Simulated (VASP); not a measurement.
Input of a VASP 6.6.1 run:

The input POSCAR:

```
In2BiSb
1.0
    4.7129019310      0.0000000000      0.0000000000
    0.0000000000      4.7129019310      0.0000000000
    0.0000000000      0.0000000000      6.6420055362
Sb In Bi
1 2 1
Direct
    0.0000000000      0.0000000000      0.0000000000
    0.0000000000      0.5000000000      0.7566036945
    0.5000000000      0.0000000000      0.2433963055
    0.5000000000      0.5000000000      0.5000000000
```

INCAR.step1

```
SYSTEM = In2BiSb
PREC = Accurate
ENCUT = 520
ISMEAR = -1
SIGMA = 0.02
LREAL = .False.
LASPH = .True.
NELM = 60
NBANDS = 31
GGA = PE
ALGO = Normal
EDIFF = 1E-4
LWAVE = .True.
LCHARG = .False.
```

Contents of INCAR.step2:

```
SYSTEM = In2BiSb
PREC = Accurate
ENCUT = 520
EDIFF = 1E-6
ISMEAR = -1
SIGMA = 0.02
LREAL = .False.
LASPH = .True.
NELM = 60
ALGO = Normal
ISIF = 2
LWAVE = .False.
LCHARG = .True.
METAGGA = R2SCAN
LMIXTAU = .True.
LELF = .True.
LVHAR = .True.
NBANDS = 31
ISTART = 1
```

Contents of KPOINTS:

```
Automatic mesh
0
Gamma
  6 6 4
  0 0 0
```

Potentials or basis: VASP PAW PBE potentials, release 64 (Sb, In_d, Bi_d).

Launch:

```sh
$ cat potpaw_PBE.64/Sb/POTCAR potpaw_PBE.64/In_d/POTCAR potpaw_PBE.64/Bi_d/POTCAR > POTCAR
$ cp INCAR.step1 INCAR
$ mpirun -np 1 vasp_std > vasp.out
$ cp INCAR.step2 INCAR
$ mpirun -np 1 vasp_std > vasp.out
```

Question: Estimate the band gap on the k mesh.

Answer: Zero (filled and empty bands touch).

Question: Estimate the pressure.

Answer: 0.0 GPa.

Caveat: the PAW data sets were made with another functional, which shifts forces and pressure a little; spin-orbit coupling is left out, which moves the levels of the heavy elements.
